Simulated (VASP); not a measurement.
Wanted: the native input for a VASP 6.6.1 run.

| Quantity | Value |
| --- | --- |
| Task | single point |
| Functional | BLYP |
| Dispersion | D3(BJ) |
| Potentials or basis | VASP PAW PBE potentials, release 64 (Sr_sv, O) |
| Cutoff | 520 eV |
| k mesh | 8 × 8 × 8 |
| Occupations | gaussian, width 0.05 eV |
| Spin | no spin polarisation |
| Dipole correction | no |
| Further INCAR settings | ALGO = Normal; EDIFF = 1e-07; NBANDS = 15 |

The structure of SrO lies in POSCAR:

```
SrO
1.0
    0.0000000000      2.5697984671      2.5697984671
    2.5697984671      0.0000000000      2.5697984671
    2.5697984671      2.5697984671      0.0000000000
Sr O
1 1
Direct
    0.5000000000      0.5000000000      0.5000000000
    0.0000000000      0.0000000000      0.0000000000
```

The input as run:

INCAR

```
SYSTEM = SrO
AGGAC = 1.0
AGGAX = 1.0
ALDAC = 0.0
ALDAX = 1.0
ALGO = Normal
EDIFF = 1E-7
ENCUT = 520
GGA = B5
ISIF = 2
ISMEAR = 0
IVDW = 12
LASPH = .TRUE.
LCHARG = .FALSE.
LREAL = .FALSE.
LWAVE = .FALSE.
NBANDS = 15
NELM = 100
PREC = Accurate
SIGMA = 0.05
VDW_A1 = 0.4298
VDW_A2 = 4.2359
VDW_S6 = 1.0
VDW_S8 = 2.6996
```

KPOINTS

```
k-points
0
G
  8 8 8
  0 0 0
```

Potentials or basis: VASP PAW PBE potentials, release 64 (Sr_sv, O).

Launch:

```bash
$ cat potpaw_PBE.64/Sr_sv/POTCAR potpaw_PBE.64/O/POTCAR > POTCAR
$ mpirun -np 1 vasp_std > vasp.out
```

It gave:

```
Pressure                   : 0.7 GPa
Band gap on the k mesh     : 3.39 eV, indirect (least direct gap 3.48 eV)
Dispersion energy per atom : -0.587 eV
```

Caveat: the PAW data sets were made with another functional, which shifts forces and pressure a little.

Wall time 36 s on 1 thread of AMD EPYC 7R43 64-Core Processor (Zen 3), with other jobs on the host, peak memory 0.14 GiB.
